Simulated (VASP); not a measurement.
# Co (P6_3/mmc) in VASP: a series of runs, part 2 of 2

VASP 6.6.1. The steps go on from the part before.

### Step 4. Single point, r2SCAN, collinear spin, ferromagnetic start

The input, POSCAR:

```
Co
1.0
    2.4715232260      0.0000000000      0.0000000000
   -1.2357616130      2.1404018997      0.0000000000
    0.0000000000      0.0000000000      4.0271144694
Co
2
Direct
    0.3333333333      0.6666666667      0.2500000000
    0.6666666667      0.3333333333      0.7500000000
```

The input, INCAR.step1:

```
PREC = Accurate
ENCUT = 520
ISMEAR = -1
SIGMA = 0.05
LREAL = F
LASPH = T
NELM = 150
ISPIN = 2
MAGMOM = 1.891 1.891
LMAXMIX = 4
NBANDS = 20
GGA = PE
ALGO = Normal
EDIFF = 1E-4
LWAVE = T
LCHARG = F
```

The input, INCAR.step2:

```
PREC = Accurate
ENCUT = 520
EDIFF = 1E-6
ISMEAR = -1
SIGMA = 0.05
LREAL = F
LASPH = T
NELM = 150
ALGO = Normal
ISIF = 2
LWAVE = F
LCHARG = T
ISPIN = 2
MAGMOM = 1.891 1.891
LORBIT = 11
LMAXMIX = 4
METAGGA = R2SCAN
LMIXTAU = T
LELF = T
LVHAR = T
NBANDS = 20
ISTART = 1
```

The input, KPOINTS:

```
regular mesh
0
Gamma
  9 9 5
```

Potentials or basis: VASP PAW PBE potentials, release 64 (Co).

On the command line:

```sh
$ cat potpaw_PBE.64/Co/POTCAR > POTCAR
$ cp INCAR.step1 INCAR
$ mpirun -np 1 vasp_std > vasp.out
$ cp INCAR.step2 INCAR
$ mpirun -np 1 vasp_std > vasp.out
```

OUTCAR:

```text
PREC = Accurate
   ENCUT = 520
   EDIFF = 1E-6
   ISMEAR = -1
   LREAL = F
   LASPH = T
   NELM = 150
   ISIF = 2
   ISPIN = 2
   LORBIT = 11
   METAGGA = R2SCAN
   ISTART = 1

 ion  position               nearest neighbor table
   1  0.333  0.667  0.250-   2 2.47   2 2.47   2 2.47   2 2.47   2 2.47   2 2.47
   2  0.667  0.333  0.750-   1 2.47   1 2.47   1 2.47   1 2.47   1 2.47   1 2.47

  LATTYP: Found a hexagonal cell.
 ALAT       =     2.4715232260
 C/A-ratio  =     1.6294058769

  Lattice vectors:

 A1 = (   2.4715232260,   0.0000000000,   0.0000000000)
 A2 = (  -1.2357616130,   2.1404018997,   0.0000000000)
 A3 = (   0.0000000000,   0.0000000000,   4.0271144694)

Analysis of symmetry for initial positions (statically):
=====================================================================
 Subroutine PRICEL returns:
 Original cell was already a primitive cell.

 Routine SETGRP: Setting up the symmetry group for a
 hexagonal supercell.

 Subroutine GETGRP returns: Found 24 space group operations
 (whereof 12 operations were pure point group operations)
 out of a pool of 24 trial point group operations.

The static configuration has the point symmetry D_3d.
 The point group associated with its full space group is D_6h.

Analysis of symmetry for dynamics (positions and initial velocities):
=====================================================================
 Subroutine PRICEL returns:
 Original cell was already a primitive cell.

 Routine SETGRP: Setting up the symmetry group for a
 hexagonal supercell.

 Subroutine GETGRP returns: Found 24 space group operations
 (whereof 12 operations were pure point group operations)
 out of a pool of 24 trial point group operations.

The dynamic configuration has the point symmetry D_3d.
 The point group associated with its full space group is D_6h.

Analysis of structural, dynamic, and magnetic symmetry:
=====================================================================
 Subroutine PRICEL returns:
 Original cell was already a primitive cell.
[... 144 lines left out ...]
   NGX =  9   NGY =  9   NGZ = 15

 number of electron      17.9999991 magnetization       3.4961936

 Free energy of the ion-electron system (eV)
  ---------------------------------------------------
  ext. energy  EPLUGINS =         0.00000000
  ---------------------------------------------------
  free energy    TOTEN  =       -26.40480076 eV

  energy without entropy =      -26.39424180  energy(sigma->0) =      -26.39952128

 E-fermi :  10.6272     XC(G=0): -14.8015

 val. band max:       10.6248618392   @ k =   0.4444   0.1111   0.4000
 cond. band min:      10.6522219812   @ k =   0.2222  -0.0000   0.2000
 fundamental gap:      0.0273601420
 Fermi energy:        10.6271827477

 spin component 1

 k-point     1 :       0.0000    0.0000    0.0000
  band No.  band energies     occupation
      1       1.1262      1.00000
      2       4.7329      1.00000
      3       7.1557      1.00000
      4       7.2213      1.00000
      5       7.2215      1.00000
      6       7.5254      1.00000
[... 541 lines left out ...]
     19      29.6680      0.00000
     20      41.9327      0.00000

 [... further k-points ...]

 spin component 2

 k-point     1 :       0.0000    0.0000    0.0000
  band No.  band energies     occupation
      1       0.5520      1.00000
      2       5.9126      1.00000
      3       9.5822      1.00000
      4       9.6958      1.00000
      5       9.6958      1.00000
      6       9.7270      1.00000
[... 541 lines left out ...]
     19      30.3513      0.00000
     20      43.0856      0.00000

 [... further k-points ...]
[... 5 lines left out ...]
  --------------------------------------------------------------------------------------
  -------------------------------------------------------------------------------------
  Total        0.0430369      0.0430369     -0.2695964      0.0000000      0.0000000      0.0000000
  in kB        3.2366629      3.2366629    -20.2754549      0.0000000      0.0000000      0.0000000
  external PRESSURE =      -4.6007097 kB  Pullay stress =       0.0000000 kB

 VOLUME and BASIS-vectors are now :
 -----------------------------------------------------------------------------
  energy-cutoff  :      520.00
  volume of cell :       21.30
      direct lattice vectors                 reciprocal lattice vectors
     2.471523226  0.000000000  0.000000000     0.404608781  0.233600989  0.000000000
    -1.235761613  2.140401900  0.000000000     0.000000000  0.467201977  0.000000000
     0.000000000  0.000000000  4.027114469     0.000000000  0.000000000  0.248316756

 POSITION                                       TOTAL-FORCE (eV/Angst)
 -----------------------------------------------------------------------------------
     -0.00000      1.42693      1.00678         0.000000     -0.000000      0.000000
      1.23576      0.71347      3.02034        -0.000000      0.000000      0.000000
 -----------------------------------------------------------------------------------
    total drift:                                0.000000     -0.000000     -0.000000

  FREE ENERGIE OF THE ION-ELECTRON SYSTEM (eV)
  ---------------------------------------------------
  free  energy   TOTEN  =       -26.4048007633 eV

  energy  without entropy=      -26.3942418025  energy(sigma->0) =      -26.39952128

 total charge

# of ion       s       p       d       tot
------------------------------------------
    1        0.518   0.575   7.240   8.333
    2        0.518   0.575   7.240   8.333
--------------------------------------------------
tot          1.036   1.150  14.479  16.665

 magnetization (x)

# of ion       s       p       d       tot
------------------------------------------
    1       -0.013  -0.083   1.903   1.808
    2       -0.013  -0.083   1.903   1.808
--------------------------------------------------
tot         -0.025  -0.166   3.807   3.616
```

OUTCAR.step1:

```text
PREC = Accurate
   ENCUT = 520
   ISMEAR = -1
   LREAL = F
   LASPH = T
   NELM = 150
[... 1347 lines left out ...]
 -----------------------------------------------------------------------------------
     -0.00000      1.42693      1.00678        -0.000000      0.000000      0.000000
      1.23576      0.71347      3.02034         0.000000      0.000000      0.000000
 -----------------------------------------------------------------------------------
    total drift:                                0.000000     -0.000000     -0.000000

  FREE ENERGIE OF THE ION-ELECTRON SYSTEM (eV)
  ---------------------------------------------------
  free  energy   TOTEN  =       -14.0747008026 eV

  energy  without entropy=      -14.0573727079  energy(sigma->0) =      -14.06603676
```

OSZICAR.step1:

```text
N       E                     dE             d eps       ncg     rms          rms(c)
DAV:   1     0.849239336293E+02    0.84924E+02   -0.80763E+03  3080   0.121E+03
DAV:   2    -0.115625798235E+02   -0.96487E+02   -0.86612E+02  2896   0.217E+02
DAV:   3    -0.160796670804E+02   -0.45171E+01   -0.43453E+01  3296   0.566E+01
DAV:   4    -0.161505504988E+02   -0.70883E-01   -0.70827E-01  3508   0.629E+00
DAV:   5    -0.161528735423E+02   -0.23230E-02   -0.23229E-02  3392   0.111E+00    0.151E+01
DAV:   6    -0.144827397905E+02    0.16701E+01   -0.72172E+00  3256   0.552E+01    0.666E+00
DAV:   7    -0.141116121768E+02    0.37113E+00   -0.10715E+00  3400   0.197E+01    0.378E+00
DAV:   8    -0.140896378891E+02    0.21974E-01   -0.14620E-02  3808   0.118E+00    0.172E+00
DAV:   9    -0.140754341995E+02    0.14204E-01   -0.22476E-03  4688   0.914E-01    0.427E-01
DAV:  10    -0.140746718358E+02    0.76236E-03   -0.75615E-04  3712   0.338E-01    0.757E-02
DAV:  11    -0.140747008026E+02   -0.28967E-04   -0.41464E-05  1860   0.607E-02
   1 F= -.14074701E+02 E0= -.14066037E+02  d E =-.173281E-01  mag=     3.0669
```

Wall time 95 s (1 thread of Intel Xeon Platinum 8559C (Emerald Rapids), shared host); peak memory 0.15 GiB.

Results:

```yaml
Free_energy: -26.4048 eV
Pressure: -0.5 GPa
Net_moment: 3.50 μB per cell
Site_moments: Co +1.81 μB
Valence_electrons_inside_the_program's_atomic_spheres: Co 8.33
```

Caveat: the PAW data sets were made with another functional, which shifts forces and pressure a little.

### Step 5. Summary

| k mesh | gap on the mesh (eV) | pressure (GPa) | moment (μB) |
| --- | --- | --- | --- |
| 5 × 5 × 3 | none | 3.9 | 3.92 |
| 7 × 7 × 4 | none | 1.6 | 3.67 |
| 9 × 9 × 5 | none | -0.5 | 3.50 |

Alike in all rows: task single point; level r2SCAN; potentials or basis VASP PAW PBE potentials, release 64 (Co); spin collinear, ferromagnetic start; cell as given; cutoff (eV) 520; smearing fermi-dirac 0.05 eV.

Caveats: some runs use coarse meshes; the PAW data sets were made with another functional, which shifts forces and pressure a little.

Absolute energies hang on the potentials; compare differences alone.
